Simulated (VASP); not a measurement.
# MoS2 (R-3m) in VASP: single point with PBE

Aim: the single point of MoS2 with PBE.

Program: VASP 6.6.1. These are calculated values, not measurements. Logs are shortened: lines on timing, memory, paths and dates and some standing lists are left out, and cuts for length are marked.

### Step 1. The cell of the first run

The structure is trigonal, space group R-3m (No. 166). Conventional cell: a = 3.171 Å, b = 3.171 Å, c = 18.345 Å, α = 90.00°, β = 90.00°, γ = 120.00°. Mo (site symmetry -3m) has 6 S at 2.39 Å and 6 Mo at 3.17 Å within 3.2 Å. S (site symmetry 3m) has 3 Mo at 2.39 Å and 6 S at 3.17 Å within 3.2 Å.

### Step 2. Single point, PBE

The input, INCAR:

```
PREC = Accurate
ENCUT = 520
EDIFF = 1E-6
ISMEAR = -1
SIGMA = 0.1
LREAL = F
LASPH = T
NELM = 100
ALGO = Normal
ISIF = 2
LWAVE = F
LCHARG = F
GGA = PE
NBANDS = 20
```

The input, KPOINTS:

```
regular mesh
0
Gamma
  8 8 8
```

The input, POSCAR:

```
MoS2
1.0
    1.5855000000      0.9153888500      6.1149966700
   -1.5855000000      0.9153888500      6.1149966700
    0.0000000000     -1.8307777000      6.1149966700
Mo S
1 2
Direct
    0.0000000000      0.0000000000      0.0000000000
    0.7499999996      0.7499999996      0.7499999996
    0.2499999999      0.2499999999      0.2499999999
```

Potentials or basis: VASP PAW PBE potentials, release 64 (Mo_sv, S).

The run is started by

```
$ cat potpaw_PBE.64/Mo_sv/POTCAR potpaw_PBE.64/S/POTCAR > POTCAR
$ mpirun -np 1 vasp_std > vasp.out
```

OUTCAR:

```text
PREC = Accurate
   ENCUT = 520
   EDIFF = 1E-6
   ISMEAR = -1
   LREAL = F
   LASPH = T
   NELM = 100
   ISIF = 2
   GGA = PE

 ion  position               nearest neighbor table
   1  0.000  0.000  0.000-   2 2.39   2 2.39   2 2.39   3 2.39   3 2.39   3 2.39
   2  0.750  0.750  0.750-   1 2.39   1 2.39   1 2.39
   3  0.250  0.250  0.250-   1 2.39   1 2.39   1 2.39

  LATTYP: Found a trigonal (rhomboedric) cell.
 ALAT       =     6.3831756415
 COS(alpha) =     0.8766074619

  Lattice vectors:

 A1 = (   1.5855000000,   0.9153888500,   6.1149966700)
 A2 = (  -1.5855000000,   0.9153888500,   6.1149966700)
 A3 = (   0.0000000000,  -1.8307777000,   6.1149966700)

Analysis of symmetry for initial positions (statically):
=====================================================================
 Subroutine PRICEL returns:
 Original cell was already a primitive cell.

 Routine SETGRP: Setting up the symmetry group for a
 trigonal (rhombohedral) supercell.

 Subroutine GETGRP returns: Found 12 space group operations
 (whereof 12 operations were pure point group operations)
 out of a pool of 12 trial point group operations.

The static configuration has the point symmetry D_3d.

Analysis of symmetry for dynamics (positions and initial velocities):
=====================================================================
 Subroutine PRICEL returns:
 Original cell was already a primitive cell.

 Routine SETGRP: Setting up the symmetry group for a
 trigonal (rhombohedral) supercell.

 Subroutine GETGRP returns: Found 12 space group operations
 (whereof 12 operations were pure point group operations)
 out of a pool of 12 trial point group operations.

The dynamic configuration has the point symmetry D_3d.

 Subroutine INISYM returns: Found 12 space group operations
 (whereof 12 operations are pure point group operations),
 and found     1 'primitive' translations

----------------------------------------------------------------------------------------

                                     Primitive cell

  volume of cell :      53.2500

  direct lattice vectors                    reciprocal lattice vectors
     1.585500000  0.915388850  6.114996670     0.315357931  0.182071987  0.054510796
    -1.585500000  0.915388850  6.114996670    -0.315357931  0.182071987  0.054510796
     0.000000000 -1.830777700  6.114996670     0.000000000 -0.364143974  0.054510796

  length of vectors
     6.383175642  6.383175642  6.383175641     0.368201385  0.368201385  0.368201386

  position of ions in fractional coordinates (direct lattice)
     0.000000000  0.000000000  0.000000000
     0.750000000  0.750000000  0.750000000
     0.250000000  0.250000000  0.250000000

  ion indices of the primitive-cell ions
   primitive index   ion index
                 1           1
                 2           2
                 3           3

----------------------------------------------------------------------------------------

 KPOINTS: regular mesh

Automatic generation of k-mesh.
 Grid dimensions read from file:
 generate k-points for:    8    8    8

 Generating k-lattice:

  Cartesian coordinates                     Fractional coordinates (reciprocal lattice)
     0.039419741  0.022758998  0.006813849     0.125000000  0.000000000  0.000000000
    -0.039419741  0.022758998  0.006813849     0.000000000  0.125000000  0.000000000
     0.000000000 -0.045517997  0.006813849     0.000000000  0.000000000  0.125000000

  Length of vectors
     0.046025173  0.046025173  0.046025173

  Shift w.r.t. Gamma in fractional coordinates (k-lattice)
     0.000000000  0.000000000  0.000000000

 Subroutine IBZKPT returns following result:
 ===========================================

 Found     65 irreducible k-points:

 Following reciprocal coordinates:
            Coordinates               Weight
  0.000000  0.000000  0.000000      1.000000
  0.125000  0.000000  0.000000      6.000000
  0.250000  0.000000  0.000000      6.000000
  0.375000  0.000000  0.000000      6.000000
  0.500000  0.000000  0.000000      3.000000
  0.125000  0.125000  0.000000      6.000000
[... 16 lines left out ...]
  0.250000  0.125000  0.125000      6.000000
  0.375000  0.125000  0.125000      6.000000
 [... further k-points ...]
   k-points           NKPTS =     65   k-points in BZ     NKDIM =     65   number of bands    NBANDS=     20
   number of dos      NEDOS =    301   number of ions     NIONS =      3
   total plane-waves  NPLWV = 110592
   dimension x,y,z NGX =    48 NGY =   48 NGZ =   48
   dimension x,y,z NGXF=    96 NGYF=   96 NGZF=   96
   ions per type =               1   2
   NGX,Y,Z   is equivalent  to a cutoff of  12.50, 12.50, 12.50 a.u.
   NGXF,Y,Z  is equivalent  to a cutoff of  25.00, 25.00, 25.00 a.u.
 SYSTEM =  unknown system
   PREC   = accura    normal or accurate (medium, high low for compatibility)
   ISTART =      0    job   : 0-new  1-cont  2-samecut
   ICHARG =      2    charge: 1-file 2-atom 10-const
   ISPIN  =      1    spin polarized calculation?
   LNONCOLLINEAR =      F non collinear calculations
   LSORBIT =      F    spin-orbit coupling
   LASPH  =      T    aspherical Exc in radial PAW
   ENCUT  =  520.0 eV  38.22 Ry    6.18 a.u.  11.87 11.87 11.87*2*pi/ulx,y,z
   NELM   =    100;   NELMIN=  2; NELMDL= -5     # of ELM steps
   EDIFF  = 0.1E-05   stopping-criterion for ELM
   LREAL  =      F    real-space projection
   EDIFFG = 0.1E-04   stopping-criterion for IOM
   NSW    =      0    number of steps for IOM
   IBRION =     -1    ionic relax: 0-MD 1-quasi-New 2-CG
   NFREE  =      0    steps in history (QN), initial steepest desc. (CG)
   ISIF   =      2    stress and relaxation
   ISYM   =      2    0-nonsym 1-usesym 2-fastsym
   POTIM  = 0.5000    time-step for ionic-motion
   TEBEG  =    0.0;   TEEND  =   0.0 temperature during run
   PSTRESS=    0.0 pullay stress
   NELECT =      26.0000    total number of electrons
   NUPDOWN=      -1.0000    fix difference up-down
   EMIN   =  10.00;   EMAX   =-10.00  energy-range for DOS
   EFERMI =   0.00;   METHOD = LEGACY
   ISMEAR =    -1;   SIGMA  =   0.10  broadening in eV -4-tet -1-fermi 0-gaus
   EFERMI_NEDOS =   21; number of points for ismear=-14 and -15
   IALGO  =     38    algorithm
   IMIX   =      4    mixing-type and parameters
     AMIX     =   0.40;   BMIX     =  1.00
     AMIX_MAG =   1.60;   BMIX_MAG =  1.00
  volume/ion in A,a.u.               =      17.75       119.78
  Fermi-wavevector in a.u.,A,eV,Ry     =   1.289118  2.436081 22.610522  1.661826
  Thomas-Fermi vector in A             =   2.421031
   LORBIT       =      0    0 simple, 1 ext, 2 COOP (PROOUT), +10 PAW based schemes
   GGA     = PE    functional components
   LHFCALC =     F    Hartree Fock is set to
   AEXX    =    0.0000 exact exchange contribution
   IVDW    =     0    specifies the selected vdW correction
   LEPSILON=     F    determine dielectric tensor
   LRPA    =     F    only Hartree local field effects (RPA)
 non-spin polarized calculation
  energy-cutoff  :      520.00
  volume of cell :       53.25
 maximum number of plane-waves:      1447
   NGX = 23   NGY = 23   NGZ = 23

 number of electron      25.9999998 magnetization

 Free energy of the ion-electron system (eV)
  ---------------------------------------------------
  ext. energy  EPLUGINS =         0.00000000
  ---------------------------------------------------
  free energy    TOTEN  =       -20.94958923 eV

  energy without entropy =      -20.89883881  energy(sigma->0) =      -20.92421402

 E-fermi :   7.7624     XC(G=0): -10.8251

 val. band max:        7.7538396882   @ k =  -0.3750   0.3750   0.1250
 cond. band min:       7.7988561271   @ k =  -0.3750   0.2500  -0.0000
 fundamental gap:      0.0450164388
 Fermi energy:         7.7623769678

 k-point     1 :       0.0000    0.0000    0.0000
  band No.  band energies     occupation
      1     -53.9956      2.00000
      2     -28.0726      2.00000
      3     -27.9905      2.00000
      4     -27.9905      2.00000
      5      -7.4033      2.00000
      6      -5.7702      2.00000
[... 12 lines left out ...]
     19      14.5509      0.00000
     20      17.3534      0.00000

 k-point     2 :       0.1250    0.0000    0.0000
  band No.  band energies     occupation
      1     -53.9897      2.00000
      2     -28.0609      2.00000
      3     -28.0496      2.00000
      4     -28.0039      2.00000
      5      -7.1494      2.00000
      6      -5.7288      2.00000
[... 12 lines left out ...]
     19      15.3114      0.00000
     20      16.7848      0.00000

 k-point     3 :       0.2500    0.0000    0.0000
  band No.  band energies     occupation
      1     -53.9755      2.00000
      2     -28.1907      2.00000
      3     -28.0363      2.00000
      4     -28.0319      2.00000
      5      -6.4894      2.00000
      6      -5.5942      2.00000
[... 12 lines left out ...]
     19      15.7699      0.00000
     20      16.9769      0.00000

 k-point     4 :       0.3750    0.0000    0.0000
  band No.  band energies     occupation
      1     -53.9612      2.00000
      2     -28.3286      2.00000
      3     -28.0684      2.00000
      4     -28.0029      2.00000
      5      -5.8925      2.00000
      6      -5.2034      2.00000
[... 12 lines left out ...]
     19      15.1373      0.00000
     20      15.8696      0.00000

 k-point     5 :       0.5000    0.0000    0.0000
  band No.  band energies     occupation
      1     -53.9553      2.00000
      2     -28.3848      2.00000
      3     -28.0816      2.00000
      4     -27.9909      2.00000
      5      -5.7627      2.00000
      6      -4.8128      2.00000
[... 12 lines left out ...]
     19      14.7724      0.00000
     20      15.1399      0.00000

 k-point     6 :       0.1250    0.1250    0.0000
  band No.  band energies     occupation
      1     -53.9897      2.00000
      2     -28.0609      2.00000
      3     -28.0496      2.00000
      4     -28.0039      2.00000
      5      -7.1382      2.00000
      6      -5.7479      2.00000
[... 12 lines left out ...]
     19      15.3906      0.00000
     20      16.8260      0.00000

 k-point     7 :       0.2500    0.1250    0.0000
  band No.  band energies     occupation
      1     -53.9797      2.00000
      2     -28.1431      2.00000
      3     -28.0418      2.00000
      4     -28.0322      2.00000
      5      -6.6630      2.00000
      6      -5.6784      2.00000
[... 12 lines left out ...]
     19      16.2227      0.00000
     20      16.8142      0.00000
[... 277 lines left out ...]
 k-point    20 :      -0.3750    0.3750    0.0000
  band No.  band energies     occupation
      1     -53.9511      2.00000
      2     -28.3130      2.00000
      3     -28.2063      2.00000
      4     -27.9827      2.00000
      5      -5.2740      2.00000
      6      -5.0268      2.00000
[... 12 lines left out ...]
     19      15.0969      0.00000
     20      16.3982      0.00000

 k-point    21 :       0.5000    0.5000    0.0000
  band No.  band energies     occupation
      1     -53.9553      2.00000
      2     -28.3848      2.00000
      3     -28.0816      2.00000
      4     -27.9909      2.00000
      5      -5.6762      2.00000
      6      -4.9232      2.00000
[... 12 lines left out ...]
     19      13.7359      0.00000
     20      15.4481      0.00000

 k-point    22 :       0.1250    0.1250    0.1250
  band No.  band energies     occupation
      1     -53.9956      2.00000
      2     -28.0726      2.00000
      3     -27.9905      2.00000
      4     -27.9905      2.00000
      5      -7.3735      2.00000
      6      -5.8245      2.00000
[... 12 lines left out ...]
     19      14.7675      0.00000
     20      17.3872      0.00000

 k-point    23 :       0.2500    0.1250    0.1250
  band No.  band energies     occupation
      1     -53.9897      2.00000
      2     -28.0610      2.00000
      3     -28.0496      2.00000
      4     -28.0039      2.00000
      5      -7.1035      2.00000
      6      -5.8042      2.00000
[... 12 lines left out ...]
     19      15.6994      0.00000
     20      16.7878      0.00000

 k-point    24 :       0.3750    0.1250    0.1250
  band No.  band energies     occupation
      1     -53.9755      2.00000
      2     -28.1907      2.00000
      3     -28.0363      2.00000
      4     -28.0319      2.00000
      5      -6.4492      2.00000
      6      -5.6443      2.00000
[... 12 lines left out ...]
     19      16.0285      0.00000
     20      16.9579      0.00000

 [... further k-points ...]

------------------------ aborting loop because EDIFF is reached ----------------------------------------

  FORCE on cell =-STRESS in cart. coord.  units (eV):
  Direction    XX          YY          ZZ          XY          YZ          ZX
  --------------------------------------------------------------------------------------
  -------------------------------------------------------------------------------------
  Total        2.2392128      2.2392128      3.4851740      0.0000000      0.0000000      0.0000000
  in kB       67.3731124     67.3731121    104.8614122      0.0000000      0.0000000      0.0000000
  external PRESSURE =      79.8692122 kB  Pullay stress =       0.0000000 kB

 VOLUME and BASIS-vectors are now :
 -----------------------------------------------------------------------------
  energy-cutoff  :      520.00
  volume of cell :       53.25
      direct lattice vectors                 reciprocal lattice vectors
     1.585500000  0.915388850  6.114996670     0.315357931  0.182071987  0.054510796
    -1.585500000  0.915388850  6.114996670    -0.315357931  0.182071987  0.054510796
     0.000000000 -1.830777700  6.114996670     0.000000000 -0.364143974  0.054510796

 POSITION                                       TOTAL-FORCE (eV/Angst)
 -----------------------------------------------------------------------------------
      0.00000      0.00000      0.00000         0.000000      0.000000     -0.000000
      0.00000      0.00000     13.75874         0.000000      0.000000      0.978383
      0.00000      0.00000      4.58625         0.000000      0.000000     -0.978383
 -----------------------------------------------------------------------------------
    total drift:                               -0.000000     -0.000000      0.000004

  FREE ENERGIE OF THE ION-ELECTRON SYSTEM (eV)
  ---------------------------------------------------
  free  energy   TOTEN  =       -20.9495892315 eV

  energy  without entropy=      -20.8988388128  energy(sigma->0) =      -20.92421402
```

It took 1.8 min on 1 thread of Intel Xeon 6975P-C (Granite Rapids), shared host; peak memory 0.33 GiB.

Results:

| Quantity | Value |
| --- | --- |
| Free energy | -20.9496 eV |
| Pressure | 8.0 GPa |
| Largest force | 0.978 eV/Å |
| Band gap on the k mesh | zero (band 13 reaches 7.83 eV, above the bottom of band 14 at 7.42 eV) |

Forces on the atoms (eV/Å):
```
Mo   0.000  0.000  0.000
S    0.000  0.000  0.978
S    0.000  0.000 -0.978
```

Stress tensor (GPa, compression positive):
```
 6.74  0.00  0.00
 0.00  6.74  0.00
 0.00  0.00 10.49
```

Levels at points of the mesh, in eV from the Fermi level:
```tsv
k point	band 9	band 10	band 11	band 12	band 13	band 14	band 15	band 16	band 17	band 18
(0.00, 0.00, 0.00)	-4.19	-1.77	-1.21	-1.01	-1.01	-0.24	-0.24	3.40	3.40	6.14
(0.50, 0.00, 0.00)	-5.30	-4.33	-2.85	-1.92	-1.59	1.07	1.98	3.43	4.21	5.54
(0.50, 0.50, 0.00)	-4.67	-4.26	-2.87	-2.23	-1.80	1.07	1.78	3.87	4.77	4.88
(0.50, 0.50, 0.50)	-4.17	-3.87	-1.00	-1.00	-0.34	-0.34	-0.04	3.52	3.52	6.06
```
